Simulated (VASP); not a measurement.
Here is a VASP 6.6.1 calculation.

The input INCAR:

```
SYSTEM = SiO2
PREC = Accurate
ENCUT = 520
EDIFF = 1E-6
ISMEAR = 0
SIGMA = 0.01
LREAL = .False.
LASPH = .True.
NELM = 80
ALGO = Normal
ISIF = 2
LWAVE = .False.
LCHARG = .True.
GGA = PE
LELF = .True.
LVHAR = .True.
NBANDS = 44
```

File KPOINTS:

```
Automatic mesh
0
Gamma
  4 4 4
  0 0 0
```

File POSCAR:

```
SiO2
1.0
    4.9799220101      0.0000000000      0.0000000000
    0.0000000000      4.9799220101      0.0000000000
    0.0000000000      0.0000000000      6.9559199070
Si O
4 8
Direct
    0.2938575670      0.2938575670      0.0000000000
    0.2061424330      0.7938575670      0.2500000000
    0.7061424330      0.7061424330      0.5000000000
    0.7938575670      0.2061424330      0.7500000000
    0.2411800963      0.0934526078      0.1742257711
    0.4065473922      0.7411800963      0.4242257711
    0.7588199037      0.9065473922      0.6742257711
    0.5934526078      0.2588199037      0.9242257711
    0.7411800963      0.4065473922      0.5757742289
    0.9065473922      0.7588199037      0.3257742289
    0.2588199037      0.5934526078      0.0757742289
    0.0934526078      0.2411800963      0.8257742289
```

Potentials or basis: VASP PAW PBE potentials, release 64 (Si, O).

Launch:

```bash
$ cat potpaw_PBE.64/Si/POTCAR potpaw_PBE.64/O/POTCAR > POTCAR
$ mpirun -np 1 vasp_std > vasp.out
```

Task: Estimate the pressure.

Result: 11.1 GPa.

Task: Predict the band gap on the k mesh.

Result: 5.84 eV.

Forces on the atoms (eV/Å):
```
Si   0.043  0.043  0.000
Si  -0.043  0.043  0.000
Si  -0.043 -0.043  0.000
Si   0.043 -0.043  0.000
O   -0.059  0.385  0.473
O   -0.385 -0.059  0.473
O    0.059 -0.385  0.473
O    0.385  0.059  0.473
O   -0.059 -0.385 -0.473
O   -0.385  0.059 -0.473
O    0.059  0.385 -0.473
O    0.385 -0.059 -0.473
```

Caveat: the cell stands under pressure. As with any semilocal functional, this PBE gap is likely too small.
